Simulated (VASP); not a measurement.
## LiC3: single point with PBE

Crystal: LiC3.

```xyz
8
Lattice="4.5024 0.0000 0.0000 -2.2512 3.8992 0.0000 0.0000 0.0000 7.1417" Properties=species:S:1:pos:R:3 pbc="T T T"
Li    0.0000    2.5994    1.7854
Li    2.2512    1.2997    5.3563
C     3.0223    1.0468    1.7854
C     0.6046    3.1408    5.3563
C     2.0847    2.0940    1.7854
C    -0.7711    2.8524    5.3563
C     1.6466    0.7584    1.7854
C     0.1665    1.8052    5.3563
```

* Program: VASP 6.6.1
* Task: single point
* Functional: PBE
* Potentials or basis: VASP PAW PBE potentials, release 64 (Li_sv, C)
* Cutoff: 520 eV
* k mesh: 12 × 12 × 6
* Occupations: gaussian, width 0.1 eV
* Spin: no spin polarisation

```json
{
 "Largest force": "0.191 eV/Å",
 "Band gap on the k mesh": "zero (bands 15 and 16 overlap by 1.16 eV)"
}
```

Forces on the atoms (eV/Å):
```
Li   0.000  0.000  0.000
Li   0.000  0.000  0.000
C    0.181 -0.062  0.000
C    0.144  0.126  0.000
C   -0.037  0.188  0.000
C   -0.181  0.062  0.000
C   -0.144 -0.126  0.000
C    0.037 -0.188  0.000
```

Levels at points of the mesh, in eV from the Fermi level:
```
           k point  band 12  band 13  band 14  band 15  band 16  band 17  band 18  band 19
(0.00, 0.00, 0.00)    -3.84    -0.99    -0.99    -0.76    -0.76     3.56     3.56     3.71
(0.50, 0.00, 0.00)    -2.96    -0.93    -0.76     0.13     0.22     1.88     2.88     3.01
(0.00, 0.00, 0.50)    -3.96    -0.88    -0.88    -0.88    -0.88     3.66     3.66     3.66
(0.50, 0.00, 0.50)    -3.03    -0.86    -0.86     0.18     0.18     2.33     2.33     3.40
```

It took 4.5 min on 1 thread of Intel(R) Xeon(R) Platinum 8259CL CPU @ 2.50GHz (Skylake/Cascade Lake) (shared host), peak memory 0.4 GiB.
